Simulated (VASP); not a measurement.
Write the native input for VASP 6.6.1 that does the following.

```
Task                   : single point
Functional             : PBE
Potentials or basis    : VASP PAW PBE potentials, release 64 (H, Pb_d)
Cutoff                 : 520 eV
k mesh                 : 10 × 10 × 10
Occupations            : gaussian, width 0.1 eV
Spin                   : no spin polarisation
Dipole correction      : no
Further INCAR settings : ALGO = Normal; EDIFF = 1e-07; NBANDS = 19
```

The structure of H6Pb lies in POSCAR:

```
H6Pb
1.0
    0.0000000000      3.0745046496      3.0745046496
    3.0745046496      0.0000000000      3.0745046496
    3.0745046496      3.0745046496      0.0000000000
H Pb
6 1
Direct
    0.5000000000      0.5000000000      0.0000000000
    0.5000000000      0.0000000000      0.5000000000
    0.0000000000      0.0000000000      0.5000000000
    0.0000000000      0.5000000000      0.0000000000
    0.0000000000      0.5000000000      0.5000000000
    0.5000000000      0.0000000000      0.0000000000
    0.0000000000      0.0000000000      0.0000000000
```

The cell was generated, and may not be a known phase.

These files were run (other wordings do the same):

INCAR

```
PREC = Accurate ; ENCUT = 520
EDIFF = 1E-7 ; ISMEAR = 0
SIGMA = 0.1 ; LREAL = False
LASPH = True ; NELM = 100
ALGO = Normal ; ISIF = 2
LWAVE = False ; LCHARG = False
GGA = PE ; NBANDS = 19
```

KPOINTS

```
Automatic mesh
0
Gamma
  10 10 10
```

Potentials or basis: VASP PAW PBE potentials, release 64 (H, Pb_d).

Launch:

```sh
$ cat potpaw_PBE.64/H/POTCAR potpaw_PBE.64/Pb_d/POTCAR > POTCAR
$ mpirun -np 1 vasp_std > vasp.out
```

Results of the run:

| Item | Value |
| --- | --- |
| Pressure | -0.2 GPa |
| Band gap on the k mesh | zero (bands 10 and 11 overlap by 1.68 eV) |

Caveat: spin-orbit coupling is left out, which moves the levels of the heavy elements.

Run time: 18 s on 1 thread of Intel(R) Xeon(R) 6975P-C (Granite Rapids), with other jobs on the host, peak memory 0.2 GiB.
